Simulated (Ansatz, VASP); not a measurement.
One calculation of MnS, two programs

The input INCAR:

```
SYSTEM = MnS
PREC = Accurate
ENCUT = 520
EDIFF = 1E-7
ISMEAR = 0
SIGMA = 0.05
LREAL = .FALSE.
LASPH = .TRUE.
NELM = 150
ALGO = Normal
ISIF = 2
LWAVE = .FALSE.
LCHARG = .TRUE.
ISPIN = 2
MAGMOM = 4.2 0.15
LORBIT = 11
LMAXMIX = 4
GGA = PS
LELF = .TRUE.
LVHAR = .TRUE.
NBANDS = 20
```

File KPOINTS:

```
Automatic mesh
0
G
  10 10 10
  0 0 0
```

File POSCAR:

```
MnS
1.0
    0.0000000000      2.6045000000      2.6045000000
    2.6045000000      0.0000000000      2.6045000000
    2.6045000000      2.6045000000      0.0000000000
Mn S
1 1
Direct
    0.0095987714     -0.0095987714      0.0095987714
    0.5000000000      0.5000000000      0.5000000000
```

Input for Ansatz:

```yaml
crystal:
  lattice:
    - [0.0, 2.6045, 2.6045]
    - [2.6045, 0.0, 2.6045]
    - [2.6045, 2.6045, 0.0]
  atoms:
    - { symbol: Mn, position: [0.0095987714, -0.0095987714, 0.0095987714], spin: 4.2 }
    - { symbol: S, position: [0.5, 0.5, 0.5], spin: 0.15 }
magnetization:
  spin_polarized: true
basis:
  ecutwfc: 500
  fft_grid_basis: typed
kpoints:
  mp_grid: { grid: [10, 10, 10] }
hamiltonian:
  xc: pbesol
  pseudopotentials: { kind: paw }
scf:
  occupations: { method: gaussian, width: 0.05 }
output:
  forces: true
  stress: true
  eigenvalues: true
  bader: true
  write_density: true
  volumetric_format: npy
  populations: true
```

Alike in both runs: task single point; functional PBEsol; k mesh 10 × 10 × 10; occupations gaussian, width 0.05 eV; collinear spin.

|  | VASP | Ansatz |
| --- | --- | --- |
| version | VASP 6.6.1 | Ansatz 0.2.0 |
| potentials or method | VASP PAW PBE potentials, release 64 (Mn_pv, S), cutoff 520 eV | scalar-relativistic, plane waves, PAW |
| valence electrons in the cell | 19 | 21 |

Ansatz gave:

| Property | Result |
| --- | --- |
| gap on the k mesh at the Fermi level (eV) | none |
| pressure (GPa) | -6.8 |
| traceless stress, the component that is largest in VASP (GPa) | 0.17 |
| rms of the force components (eV/Å) | 0.067 |
| net moment per atom (μB) | 2.36 |
| size of the moment on the site where the two differ most (μB) | 4.17 |

Problem. Estimate VASP's values.

Solution. gap on the k mesh at the Fermi level (eV): none; pressure (GPa): -6.7; traceless stress, the component that is largest in VASP (GPa): 0.17; rms of the force components (eV/Å): 0.068; net moment per atom (μB): 2.36; size of the moment on the site where the two differ most (μB): 4.25.

VASP's potentials were made for PBE, not for PBEsol. Site moments also hang on the region over which each program counts them. Atom by atom the forces differ by 0.001 eV/Å (rms over components). A gap of «none» marks a metal or a gap that the smearing closes. VASP's potentials hold 19 valence electrons a cell and Ansatz's 21, so a difference there can come from the potentials and not from the codes.
